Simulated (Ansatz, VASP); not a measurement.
SrO: VASP beside Ansatz

File POSCAR:

```
SrO
1.0
    0.0000000000      2.5698000000      2.5698000000
    2.5698000000      0.0000000000      2.5698000000
    2.5698000000      2.5698000000      0.0000000000
Sr O
1 1
Direct
   -0.0608023971     -0.0608023971      0.0608023971
    0.5000000000      0.5000000000      0.5000000000
```

INCAR.step1

```
PREC     = Accurate       # precision mode
ENCUT    = 520            # plane-wave cutoff, eV
ISMEAR   = 0              # smearing method
SIGMA    = 0.05           # smearing width, eV
LREAL    = False          # projectors in reciprocal space
LASPH    = True           # aspherical terms in the spheres
NELM     = 60             # most SCF steps
NBANDS   = 15             # bands
GGA      = PE             # functional
ALGO     = Normal         # electronic algorithm
EDIFF    = 1E-4           # SCF threshold, eV
LWAVE    = True           # write WAVECAR
LCHARG   = False          # write CHGCAR
```

INCAR.step2

```
PREC     = Accurate       # precision mode
ENCUT    = 520            # plane-wave cutoff, eV
EDIFF    = 1E-6           # SCF threshold, eV
ISMEAR   = 0              # smearing method
SIGMA    = 0.05           # smearing width, eV
LREAL    = False          # projectors in reciprocal space
LASPH    = True           # aspherical terms in the spheres
NELM     = 60             # most SCF steps
ALGO     = Normal         # electronic algorithm
ISIF     = 2              # what is computed and relaxed
LWAVE    = False          # write WAVECAR
LCHARG   = False          # write CHGCAR
METAGGA  = R2SCAN         # meta-GGA
LMIXTAU  = True         
NBANDS   = 15             # bands
ISTART   = 1
```

The input KPOINTS:

```
Automatic mesh
0
Gamma
  8 8 8
```

Input for Ansatz:

```yaml
crystal:
  lattice:
    - [0.0, 2.5698, 2.5698]
    - [2.5698, 0.0, 2.5698]
    - [2.5698, 2.5698, 0.0]
  atoms:
    - { symbol: Sr, position: [-0.0608023971, -0.0608023971, 0.0608023971] }
    - { symbol: O, position: [0.5, 0.5, 0.5] }
basis:
  ecutwfc: 500
kpoints:
  mp_grid: { grid: [8, 8, 8] }
hamiltonian:
  xc: r2scan
scf:
  occupations: { method: gaussian, width: 0.05 }
output:
  forces: true
  stress: true
  eigenvalues: true
  write_density: true
  write_potential: true
  elf: true
  volumetric_format: npy
```

Change from the starting cell: all Sr atoms moved +0.312 Å, as atom 1 towards its neighbour atom 2 (O) at 2.570 Å.

Alike in both runs: task single point; functional r2SCAN; k mesh 8 × 8 × 8; occupations gaussian, width 0.05 eV; no spin polarisation.

|  | VASP | Ansatz |
| --- | --- | --- |
| version | VASP 6.6.1 | Ansatz 0.2.0 |
| potentials or method | VASP PAW PBE potentials, release 64 (Sr_sv, O), cutoff 520 eV | scalar-relativistic, plane waves, PAW |
| valence electrons in the cell | 16 | 16 |

Ansatz gave:

```
gap on the k mesh at the Fermi level (eV)                     : 3.87
least direct gap on the mesh (eV)                             : 3.93
pressure (GPa)                                                : 4.2
traceless stress, the component that is largest in VASP (GPa) : 7.84
rms of the force components (eV/Å)                            : 0.742
```

Q: Estimate VASP's values.

A: gap on the k mesh at the Fermi level (eV): 3.83; least direct gap on the mesh (eV): 3.89; pressure (GPa): 4.9; traceless stress, the component that is largest in VASP (GPa): 8.31; rms of the force components (eV/Å): 0.787.

VASP's potentials were made for PBE, not for r2SCAN. Atom by atom the forces differ by 0.045 eV/Å (rms over components).
